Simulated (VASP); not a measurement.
Wanted: the native input for a VASP 6.6.1 run.

| Quantity | Value |
| --- | --- |
| Task | single point |
| Functional | r2SCAN |
| Potentials or basis | VASP PAW PBE potentials, release 64 (Bi_d) |
| Cutoff | 520 eV |
| k mesh | 9 × 9 × 9 |
| Occupations | methfessel-paxton, width 0.6 eV |
| Spin | no spin polarisation |
| Dipole correction | no |
| Further INCAR settings | ALGO = Normal; EDIFF = 1e-06; NBANDS = 22 |

Bi:

```xyz
2
Lattice="2.2673 1.3090 4.1167 -2.2673 1.3090 4.1167 0.0000 -2.6180 4.1167" Properties=species:S:1:pos:R:3 pbc="T T T"
Bi    0.0000    0.0000    2.8616
Bi    0.0000    0.0000    9.4884
```

The input as run:

POSCAR

```
Bi
1.0
    2.2672586491      1.3090023913      4.1166667488
   -2.2672586491      1.3090023913      4.1166667488
    0.0000000000     -2.6180047827      4.1166667487
Bi
2
Direct
    0.2317091399      0.2317091399      0.2317091399
    0.7682908601      0.7682908601      0.7682908601
```

INCAR.step1

```
  PREC = Accurate
  ENCUT = 520
  ISMEAR = 1
  SIGMA = 0.6
  LREAL = F
  LASPH = T
  NELM = 60
  NBANDS = 22
  GGA = PE
  ALGO = Normal
  EDIFF = 1E-4
  LWAVE = T
  LCHARG = F
```

INCAR.step2

```
  PREC = Accurate
  ENCUT = 520
  EDIFF = 1E-6
  ISMEAR = 1
  SIGMA = 0.6
  LREAL = F
  LASPH = T
  NELM = 60
  ALGO = Normal
  ISIF = 2
  LWAVE = F
  LCHARG = F
  METAGGA = R2SCAN
  LMIXTAU = T
  NBANDS = 22
  ISTART = 1
```

KPOINTS

```
Automatic mesh
0
Gamma
  9 9 9
```

Potentials or basis: VASP PAW PBE potentials, release 64 (Bi_d).

Run with:

```bash
$ cat potpaw_PBE.64/Bi_d/POTCAR > POTCAR
$ cp INCAR.step1 INCAR
$ mpirun -np 1 vasp_std > vasp.out
$ cp INCAR.step2 INCAR
$ mpirun -np 1 vasp_std > vasp.out
```

Results of the run:

- Pressure: -0.1 GPa
- Largest force: 0.028 eV/Å

Caveat: so wide a smearing shifts energies and pressures; the PAW data sets were made with another functional, which shifts forces and pressure a little.

Run time: 3.1 min on 1 thread of Intel(R) Xeon(R) 6975P-C (Granite Rapids), on a shared host, peak memory 0.28 GiB.
